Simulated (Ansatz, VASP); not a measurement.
**YSe2 in VASP and in Ansatz**

INCAR

```
PREC     = Accurate       # precision mode
ENCUT    = 520            # plane-wave cutoff, eV
EDIFF    = 1E-6           # SCF threshold, eV
ISMEAR   = -1             # smearing method
SIGMA    = 0.05           # smearing width, eV
LREAL    = False          # projectors in reciprocal space
LASPH    = True           # aspherical terms in the spheres
NELM     = 80             # most SCF steps
ALGO     = Normal         # electronic algorithm
ISIF     = 2              # what is computed and relaxed
LWAVE    = False          # write WAVECAR
LCHARG   = False          # write CHGCAR
GGA      = PE             # functional
NBANDS   = 18             # bands
```

KPOINTS

```
regular mesh
0
Gamma
  10 10 10
```

The input POSCAR:

```
YSe2
1.0
    2.1700469514      1.2528771915      5.2092494223
   -2.1700469514      1.2528771915      5.2092494223
    0.0000000000     -2.5057543831      5.2092494223
Y Se
1 2
Direct
    0.0000000000      0.0000000000      0.0000000000
    0.2445848164      0.2445848164      0.2445848164
    0.7554151836      0.7554151836      0.7554151836
```

Input for Ansatz:

```yaml
crystal:
  lattice:
    - [2.17004695139, 1.252877191522, 5.209249422304]
    - [-2.17004695139, 1.252877191522, 5.209249422304]
    - [0.0, -2.505754383095, 5.209249422292]
  atoms:
    - { symbol: "Y", position: [0.0, 0.0, 0.0] }
    - { symbol: Se, position: [0.2445848164, 0.2445848164, 0.2445848164] }
    - { symbol: Se, position: [0.7554151836, 0.7554151836, 0.7554151836] }
basis:
  ecutwfc: 420
  ecutrho_ratio: 4
kpoints:
  mp_grid: { grid: [10, 10, 10] }
hamiltonian:
  xc: pbe
scf:
  occupations: { method: fermi_dirac, width: 0.05 }
output:
  forces: true
  stress: true
```

Alike in both runs: task single point; functional PBE; k mesh 10 × 10 × 10; occupations fermi-dirac, width 0.05 eV; no spin polarisation.

|  | VASP | Ansatz |
| --- | --- | --- |
| version | VASP 6.6.1 | Ansatz 0.2.0 |
| potentials or method | VASP PAW PBE potentials, release 64 (Y_sv, Se), cutoff 520 eV | scalar-relativistic, plane waves, PAW |
| valence electrons in the cell | 23 | 43 |

```csv
,VASP,Ansatz,Ansatz less VASP
pressure (GPa),0.0,0.0,-0.01
```

VASP's potentials hold 23 valence electrons a cell and Ansatz's 43, so a difference there can come from the potentials and not from the codes.
